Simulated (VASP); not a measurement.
**Sb: single point with PBE+D4**

System: Sb, a sheet with vacuum.

```
Sb
1.0
     4.05860    0.00000    0.00000
    -2.02930    3.51485    0.00000
     0.00000    0.00000   27.10000
Sb
2
Cartesian
  0.0000 2.3432 6.9986
  2.0293 1.1716 8.6514
```

- Program: VASP 6.6.1
- Task: single point
- Functional: PBE
- Dispersion: D4
- Potentials or basis: VASP PAW PBE potentials, release 64 (Sb_d_GW)
- Cutoff: 400 eV
- k mesh: 12 × 12 × 1
- Occupations: gaussian, width 0.03 eV
- Spin: no spin polarisation
- Dipole correction: yes
- Further INCAR settings: ALGO = Normal; EDIFF = 1e-06; NBANDS = 22; NELMDL = -8

```
Largest force              : 0.004 eV/Å
Band gap on the k mesh     : 1.16 eV (least direct gap 1.68 eV)
Dispersion energy per atom : -0.277 eV
```

Forces in eV/Å, atoms in the order of the input:
```
Sb   0.000  0.000  0.004
Sb   0.000  0.000 -0.004
```

Levels at points of the mesh, in eV from the valence-band top:
```csv
k point,band 11,band 12,band 13,band 14,band 15,band 16,band 17,band 18,band 19,band 20
"(0.00, 0.00, 0.00)",-11.54,-6.52,-0.85,0.00,0.00,1.68,2.78,2.78,4.14,4.39
"(0.50, 0.00, 0.00)",-9.52,-7.92,-3.16,-1.68,-1.63,1.58,2.25,3.48,4.92,6.74
```

Wall time 3.6 min on 1 thread of Intel(R) Xeon(R) Platinum 8259CL CPU @ 2.50GHz (Skylake/Cascade Lake) (shared host), peak memory 0.41 GiB.

Caveat: spin-orbit coupling is left out, which moves the levels of the heavy elements.
